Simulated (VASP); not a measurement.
The system is Re.

```
Re
1.0
     2.81495    0.00000    0.00000
    -1.40747    2.43782    0.00000
     0.00000    0.00000    4.54564
Re
2
Direct
  0.66667 0.33333 0.75000
  0.33333 0.66667 0.25000
```

Base run:

```yaml
Program: VASP 6.6.1
Functional: PBEsol
Potentials_or_basis: VASP PAW PBE potentials, release 64 (Re)
Cutoff: 520 eV
k_mesh: 11 × 11 × 6
Occupations: fermi-dirac, width 0.05 eV
Spin: no spin polarisation
```

Its results: band gap on the k mesh zero (band 7 reaches 8.21 eV, above the bottom of band 8 at 5.45 eV); pressure -23.7 GPa.

After a change of settings the same cell gave: band gap on the k mesh zero (band 7 reaches 8.15 eV, above the bottom of band 8 at 5.38 eV); pressure -20.5 GPa. Which change was it?
A. further incar settings from ALGO = Normal; EDIFF = 1e-06; NBANDS = 14 to ALGO = Fast; EDIFF = 1e-06; NBANDS = 14
B. functional from PBEsol to PBE; dispersion from none to D3(BJ)
C. functional from PBEsol to r2SCAN
D. functional from PBEsol to LDA; potentials or basis from VASP PAW PBE potentials, release 64 (Re) to VASP PAW LDA potentials, release 64 (Re)

C.

Caveats: the PAW data sets were made with another functional, which shifts forces and pressure a little; spin-orbit coupling is left out, which moves the levels of the heavy elements.
